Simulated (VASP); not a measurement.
# Te (P6/mmm) in VASP: a series of runs, part 2 of 2

VASP 6.6.1.

## (6) Relaxation of cell and atoms, PBE

This run uses another cell than the first one, of 30.16 Å³/atom.

Input file INCAR:

```
ALGO = Normal ; EDIFF = 1E-6
EDIFFG = -0.005 ; ENCUT = 600
GGA = PE ; IBRION = 2
ISIF = 3 ; ISMEAR = -1
LASPH = T ; LCHARG = F
LREAL = F ; LWAVE = F
NELM = 100 ; NSW = 60
PREC = Accurate ; SIGMA = 0.1
```

Input file KPOINTS:

```
k-points
0
Gamma
  15 15 13
```

Input file POSCAR:

```
Te
1.0
    3.3336828740      0.0000000000      0.0000000000
   -1.6668414370      2.8870540570      0.0000000000
    0.0000000000      0.0000000000      3.1336619016
Te
1
Direct
    0.0000000000      0.0000000000      0.0000000000
```

Potentials or basis: VASP PAW PBE potentials, release 64 (Te).

Run with:

```
> cat potpaw_PBE.64/Te/POTCAR > POTCAR
> mpirun -np 1 vasp_std > vasp.out
```

OUTCAR:

```text
EDIFF = 1E-6
   EDIFFG = -0.005
   ENCUT = 600
   GGA = PE
   IBRION = 2
   ISIF = 3
   ISMEAR = -1
   LASPH = T
   LREAL = F
   NELM = 100
   NSW = 60
   PREC = Accurate

 ion  position               nearest neighbor table
   1  0.000  0.000  0.000-

  LATTYP: Found a hexagonal cell.
 ALAT       =     3.3336828740
 C/A-ratio  =     0.9400000000

  Lattice vectors:

 A1 = (   3.3336828740,   0.0000000000,   0.0000000000)
 A2 = (  -1.6668414370,   2.8870540570,   0.0000000000)
 A3 = (   0.0000000000,   0.0000000000,   3.1336619016)

Analysis of symmetry for initial positions (statically):
=====================================================================
 Subroutine PRICEL returns:
 Original cell was already a primitive cell.

 Routine SETGRP: Setting up the symmetry group for a
 hexagonal supercell.

 Subroutine GETGRP returns: Found 24 space group operations
 (whereof 24 operations were pure point group operations)
 out of a pool of 24 trial point group operations.

The static configuration has the point symmetry D_6h.

Analysis of symmetry for dynamics (positions and initial velocities):
=====================================================================
 Subroutine PRICEL returns:
 Original cell was already a primitive cell.
[... 164 lines left out ...]
  in kB       19.1114225     19.1114225      8.6457981      0.0000000     -0.0000000      0.0000000
  external PRESSURE =      15.6228810 kB  Pullay stress =       0.0000000 kB
[... 232 lines left out ...]
--------------------------------------- Ionic step        8  -------------------------------------------

 number of electron       6.0000000 magnetization

 Free energy of the ion-electron system (eV)
  ---------------------------------------------------
  ext. energy  EPLUGINS =         0.00000000
  ---------------------------------------------------
  free energy    TOTEN  =        -2.93908705 eV

  energy without entropy =       -2.91328712  energy(sigma->0) =       -2.92618709

 E-fermi :   6.8443     XC(G=0):  -9.5884

 val. band max:        6.8403058372   @ k =   0.4000   0.0000   0.0769
 cond. band min:       6.8522171661   @ k =   0.4000   0.1333   0.4615
 fundamental gap:      0.0119113289
 Fermi energy:         6.8443337393

 k-point     1 :       0.0000    0.0000    0.0000
  band No.  band energies     occupation
      1      -6.7412      2.00000
      2       8.5997      0.00000
      3       8.7537      0.00000
      4       8.7537      0.00000
      5      13.2392      0.00000
      6      14.4153      0.00000
      7      15.9992      0.00000
[... 221 lines left out ...]
 k-point    24 :       0.4000    0.2000    0.0000
  band No.  band energies     occupation
      1      -4.3001      2.00000
      2       1.6083      2.00000
      3       4.1407      2.00000
      4      10.5277      0.00000
      5      15.1649      0.00000
      6      16.8101      0.00000
      7      18.4811      0.00000

 [... further k-points ...]

------------------------ aborting loop because EDIFF is reached ----------------------------------------

  FORCE on cell =-STRESS in cart. coord.  units (eV):
  Direction    XX          YY          ZZ          XY          YZ          ZX
  --------------------------------------------------------------------------------------
  -------------------------------------------------------------------------------------
  Total       -0.0046117     -0.0046117      0.0004956      0.0000000      0.0000000      0.0000000
  in kB       -0.2375360     -0.2375360      0.0255286      0.0000000      0.0000000      0.0000000
  external PRESSURE =      -0.1498478 kB  Pullay stress =       0.0000000 kB
[... 16 lines left out ...]
  FREE ENERGIE OF THE ION-ELECTRON SYSTEM (eV)
  ---------------------------------------------------
  free  energy   TOTEN  =        -2.9390870538 eV

  energy  without entropy=       -2.9132871209  energy(sigma->0) =       -2.92618709

 reached required accuracy - stopping structural energy minimisation
```

OSZICAR:

```text
N       E                     dE             d eps       ncg     rms          rms(c)
DAV:   1     0.129559972904E+02    0.12956E+02   -0.25596E+03  2646   0.746E+02
DAV:   2    -0.260611206246E+01   -0.15562E+02   -0.15087E+02  3570   0.792E+01
DAV:   3    -0.292974477780E+01   -0.32363E+00   -0.32066E+00  3332   0.131E+01
[... 45 lines left out ...]
       N       E                     dE             d eps       ncg     rms          rms(c)
DAV:   1    -0.293910885129E+01   -0.22557E-04   -0.63177E-04  2772   0.133E-01    0.219E-02
DAV:   2    -0.293909433403E+01    0.14517E-04   -0.18552E-05  2870   0.316E-02    0.124E-02
DAV:   3    -0.293908709241E+01    0.72416E-05   -0.16139E-05  2807   0.210E-02    0.156E-02
DAV:   4    -0.293908705383E+01    0.38572E-07   -0.21757E-07  1414   0.416E-03
   8 F= -.29390871E+01 E0= -.29261871E+01  d E =-.158277E-05
```

Wall time 87 s (1 thread of Intel Xeon Platinum 8488C (Sapphire Rapids), shared host); peak memory 0.2 GiB.

What came out:

- Free energy: -2.9391 eV
- Relaxed volume: 31.11 Å³/atom
- Relaxed cell: a = 3.389 Å, b = 3.389 Å, c = 3.128 Å, α = 90.00°, β = 90.00°, γ = 120.00°
- Space group after relaxing (to 0.1 Å): P6/mmm (No. 191)
- Energy gained by relaxing: 5.5 meV/atom
- Ionic steps: 8
- Pressure after relaxing: 0.0 GPa
- Band gap on the k mesh: zero (bands 3 and 4 overlap by 6.26 eV)

Step by step:
| step | energy change (eV) | largest force (eV/Å) | pressure (GPa) | volume (Å³) |
| --- | --- | --- | --- | --- |
| 1 | 0.0000 | 0.0000 | 1.56 | 30.16 |
| 2 | -0.0044 | 0.0000 | -0.64 | 31.46 |
| 3 | -0.0050 | 0.0000 | -0.10 | 31.11 |
| 4 | -0.0054 | 0.0000 | -0.02 | 31.09 |
| 5 | -0.0055 | 0.0000 | 0.03 | 31.07 |
| 6 | -0.0055 | 0.0000 | 0.04 | 31.07 |
| 7 | -0.0055 | 0.0000 | 0.04 | 31.07 |
| 8 | -0.0055 | 0.0000 | -0.01 | 31.11 |

Final structure:
```xyz
1
Lattice="3.3888 0.0000 0.0000 -1.6944 2.9348 0.0000 0.0000 0.0000 3.1277" Properties=species:S:1:pos:R:3 pbc="T T T"
Te   -1.6944    2.9348    3.1277
```

Caveat: spin-orbit coupling is left out, which moves the levels of the heavy elements.

## (7) Summary

| task | cell | gap on the mesh (eV) | pressure (GPa) |
| --- | --- | --- | --- |
| relaxation of shape and atoms at fixed volume | relaxed from a = 2.857, b = 2.857, c = 2.641 Å, angles 90.0, 90.0, 120.0°, 1 atom | none | 82.5 |
| relaxation of shape and atoms at fixed volume | relaxed from a = 3.008, b = 3.008, c = 2.780 Å, angles 90.0, 90.0, 120.0°, 1 atom | none | 41.3 |
| relaxation of shape and atoms at fixed volume | relaxed from a = 3.145, b = 3.145, c = 2.907 Å, angles 90.0, 90.0, 120.0°, 1 atom | none | 19.0 |
| relaxation of shape and atoms at fixed volume | relaxed from a = 3.271, b = 3.271, c = 3.023 Å, angles 90.0, 90.0, 120.0°, 1 atom | none | 6.8 |
| relaxation of cell and atoms | relaxed from a = 3.334, b = 3.334, c = 3.134 Å, angles 90.0, 90.0, 120.0°, 1 atom | none | 0.0 |

Alike in all rows: level PBE; potentials or basis VASP PAW PBE potentials, release 64 (Te); no spin polarisation; k mesh 15 × 15 × 13; cutoff (eV) 600; smearing fermi-dirac 0.1 eV.

Caveats: spin-orbit coupling is left out, which moves the levels of the heavy elements.

Total energies depend on the potentials used, so only differences within one code and one set of settings carry meaning.
